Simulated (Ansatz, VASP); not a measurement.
**Two plane-wave programs on Si**

Contents of INCAR:

```
SYSTEM = Si
  ALGO = Normal
  EDIFF = 1E-6
  EDIFFG = -0.04
  ENCUT = 600
  GGA = PE
  IBRION = 2
  ISIF = 3
  ISMEAR = 0
  LASPH = .TRUE.
  LCHARG = .FALSE.
  LREAL = .FALSE.
  LWAVE = .FALSE.
  NELM = 100
  NSW = 90
  PREC = Accurate
  SIGMA = 0.1
```

KPOINTS

```
k-points
0
G
  6 6 2
  0 0 0
```

File POSCAR:

```
Si
1.0
    2.8742337336     -1.8996486220      0.0000000000
    2.8742337336      1.8996486220      0.0000000000
    0.0000000000      0.0000000000      7.7491401556
Si
4
Direct
    0.8500000000      0.1500000000      0.1170000000
    0.6500000000      0.3500000000      0.6170000000
    0.1500000000      0.8500000000      0.8830000000
    0.3500000000      0.6500000000      0.3830000000
```

Input for Ansatz:

```yaml
crystal:
  lattice:
    - [2.8742337336, -1.899648622, 0.0]
    - [2.8742337336, 1.899648622, 0.0]
    - [0.0, 0.0, 7.7491401556]
  atoms:
    - { symbol: Si, position: [0.85, 0.15, 0.117] }
    - { symbol: Si, position: [0.65, 0.35, 0.617] }
    - { symbol: Si, position: [0.15, 0.85, 0.883] }
    - { symbol: Si, position: [0.35, 0.65, 0.383] }
basis:
  ecutwfc: 420
kpoints:
  mp_grid: { grid: [6, 6, 2] }
hamiltonian:
  xc: pbe
scf:
  occupations: { method: gaussian, width: 0.1 }
  lower_state_search: "off"
output:
  forces: true
  stress: true
  eigenvalues: true
relax:
  adjacent_minimum: "off"
  f_tol: 0.04
  max_steps: 70
  cell: { stress_tol: 0.4 }
```

Alike in both runs: task relaxation of cell and atoms; functional PBE; k mesh 6 × 6 × 2; occupations gaussian, width 0.1 eV; no spin polarisation.

|  | VASP | Ansatz |
| --- | --- | --- |
| version | VASP 6.6.1 | Ansatz 0.2.0 |
| potentials or method | VASP PAW PBE potentials, release 64 (Si), cutoff 600 eV | scalar-relativistic, plane waves, PAW |
| valence electrons in the cell | 16 | 16 |

|  | VASP | Ansatz | Ansatz less VASP |
| --- | --- | --- | --- |
| gap on the k mesh at the Fermi level, each at its own relaxed structure (eV) | none | none | - |
| relaxed volume (Å³/atom) | 14.76 | 14.74 | -0.020 |
| relaxed length of the cell vector where the two differ most in proportion (Å) | 7.301 | 7.322 | +0.0217 |

A gap of «none» marks a metal or a gap that the smearing closes.

The k mesh is coarse, so the values compare programs but aren't converged. Noted on VASP's run: the volume moved by over 15 % at a fixed basis, so the end points are rough; too few bands were computed for a metal, which touches its energy and stress.
